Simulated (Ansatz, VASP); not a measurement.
# One calculation of W, two programs

Contents of INCAR:

```
PREC = Accurate ; ENCUT = 520
EDIFF = 1E-7 ; ISMEAR = -1
SIGMA = 0.1 ; LREAL = False
LASPH = True ; NELM = 60
ALGO = Normal ; ISIF = 2
LWAVE = False ; LCHARG = False
GGA = PE ; NBANDS = 21
```

Contents of KPOINTS:

```
Automatic mesh
0
Gamma
  12 12 12
```

POSCAR

```
W
1.0
    0.0000000000      2.7620531474      2.7620531474
    2.7620531474      0.0000000000      2.7620531474
    2.7620531474      2.7620531474      0.0000000000
W
2
Direct
   -0.1250000000     -0.1250000000     -0.1250000000
    0.1250000000      0.1250000000      0.1250000000
```

Input for Ansatz:

```yaml
crystal:
  lattice:
    - [0.0, 2.7620531474, 2.7620531474]
    - [2.7620531474, 0.0, 2.7620531474]
    - [2.7620531474, 2.7620531474, 0.0]
  atoms:
    - { symbol: W, position: [-0.125, -0.125, -0.125] }
    - { symbol: W, position: [0.125, 0.125, 0.125] }
kpoints:
  mp_grid: { grid: [12, 12, 12] }
scf:
  occupations: { method: fermi_dirac, width: 0.1 }
hamiltonian:
  xc: pbe
  pseudopotentials: { kind: all_electron, lapw: { basis_error: 0.001 } }
output:
  forces: true
  stress: true
  eigenvalues: true
  populations: true
```

Change from the starting cell: volume scaled by 0.85, LAPW.

Alike in both runs: task single point; functional PBE; k mesh 12 × 12 × 12; occupations fermi-dirac, width 0.1 eV; no spin polarisation.

|  | VASP | Ansatz |
| --- | --- | --- |
| version | VASP 6.6.1 | Ansatz 0.2.0 |
| potentials or method | VASP PAW PBE potentials, release 64 (W_sv), cutoff 520 eV | all-electron LAPW, scalar-relativistic |

```csv
,VASP,Ansatz,Ansatz less VASP
pressure (GPa),28.0,26.4,-1.59
```

Ansatz ran all-electron here, and VASP with PAW potentials.

Spin-orbit coupling is off throughout.
